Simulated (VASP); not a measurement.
Set up this calculation in VASP 6.6.1, as the native input.

```yaml
Task: single point
Functional: PBE
Potentials_or_basis: VASP PAW PBE potentials, release 64 (Co, O)
Cutoff: 520 eV
k_mesh: 11 × 11 × 10
Occupations: fermi-dirac, width 0.05 eV
Spin: collinear spin, ferromagnetic start
Starting_moments: "[2.0, 0.0] μB"
Dipole_correction: no
Further_INCAR_settings: ALGO = Normal; EDIFF = 1e-07; NBANDS = 18
```

The structure of CoO lies in POSCAR:

```
CoO
1.0
    2.8176958596      0.0000000000      0.0000000000
   -1.4088479249      2.4401961906      0.0000000000
    0.0000000000      0.0000000000      2.7499315531
Co O
1 1
Direct
    0.0000000000      0.0000000000      0.0000000000
    0.6666666667      0.3333333333      0.5000000000
```

The input as run:

INCAR

```
SYSTEM = CoO
PREC     = Accurate       ! precision mode
ENCUT    = 520            ! plane-wave cutoff, eV
EDIFF    = 1E-7           ! SCF threshold, eV
ISMEAR   = -1             ! smearing method
SIGMA    = 0.05           ! smearing width, eV
LREAL    = .False.        ! projectors in reciprocal space
LASPH    = .True.         ! aspherical terms in the spheres
NELM     = 150            ! most SCF steps
ALGO     = Normal         ! electronic algorithm
ISIF     = 2              ! what is computed and relaxed
LWAVE    = .False.        ! write WAVECAR
LCHARG   = .False.        ! write CHGCAR
ISPIN    = 2              ! spin polarisation
MAGMOM   = 2 0            ! initial moments
LORBIT   = 11             ! projections on sites
LMAXMIX  = 4              ! l up to which the mixer works
GGA      = PE             ! functional
NBANDS   = 18             ! bands
```

KPOINTS

```
Automatic mesh
0
Gamma
  11 11 10
  0 0 0
```

Potentials or basis: VASP PAW PBE potentials, release 64 (Co, O).

Command:

```bash
$ cat potpaw_PBE.64/Co/POTCAR potpaw_PBE.64/O/POTCAR > POTCAR
$ mpirun -np 1 vasp_std > vasp.out
```

It gave:

```yaml
Pressure: -1.3 GPa
Band_gap_on_the_k_mesh: zero (filled and empty bands overlap)
Net_moment: 3.00 μB per cell
Site_moments: Co +2.55; O +0.41 μB
Valence_electrons_inside_the_program's_atomic_spheres: Co 7.84; O 4.96
```

Caveat: a cell with one magnetic atom can't hold antiferromagnetic order, which such compounds often take; semilocal functionals often make such compounds metallic where correlation or magnetic order opens a gap, which also shifts bond lengths.

It took 52 s on 1 thread of AMD EPYC 9R45 96-Core Processor (Zen 5), with other jobs on the host, peak memory 0.15 GiB.
